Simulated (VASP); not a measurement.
The system is CdGe3.

```
CELL_PARAMETERS angstrom
-2.05384 2.05384 4.58780
2.05384 -2.05384 4.58780
2.05384 2.05384 -4.58780
ATOMIC_POSITIONS crystal
Cd 0.00000 0.00000 0.00000
Ge 0.50000 0.50000 0.00000
Ge 0.25000 0.75000 0.50000
Ge 0.75000 0.25000 0.50000
```

* Program: VASP 6.6.1
* Task: relaxation of cell and atoms
* Functional: PBE
* Potentials or basis: VASP PAW PBE potentials, release 64 (Cd, Ge_d)
* Cutoff: 600 eV
* k mesh: 6 × 6 × 6
* Occupations: gaussian, width 0.1 eV
* Spin: no spin polarisation

At the start: pressure 4.5 GPa; volume 19.35 Å³/atom.

How do energy, volume and symmetry change on relaxing?

Over 7 steps the energy falls by 24.7 meV/atom and the volume is 20.71 Å³/atom (+7.0 %); space group I4/mmm (No. 139, to 0.1 Å) before and after.

The path:
```csv
step,energy change (eV),largest force (eV/Å),pressure (GPa),volume (Å³)
1,0.0000,0.0000,4.49,77.41
2,-0.0790,0.0000,-0.85,83.64
3,-0.0800,0.0000,-0.34,82.93
4,-0.0914,0.0000,-0.31,82.91
5,-0.0983,0.0000,-0.28,82.86
6,-0.0987,0.0000,-0.28,82.85
7,-0.0987,0.0000,-0.26,82.84
```

Final structure:
```cif
data_structure
_symmetry_space_group_name_H-M 'P 1'
_symmetry_Int_Tables_number 1
_cell_length_a 5.4317
_cell_length_b 5.4317
_cell_length_c 5.4317
_cell_angle_alpha 133.512
_cell_angle_beta 133.512
_cell_angle_gamma 67.851
_cell_volume 82.84
loop_
_atom_site_label
_atom_site_type_symbol
_atom_site_fract_x
_atom_site_fract_y
_atom_site_fract_z
_atom_site_occupancy
Cd1 Cd 0.00000 0.00000 0.00000 1
Ge1 Ge 0.50000 0.50000 0.00000 1
Ge2 Ge 0.25000 0.75000 0.50000 1
Ge3 Ge 0.75000 0.25000 0.50000 1
```
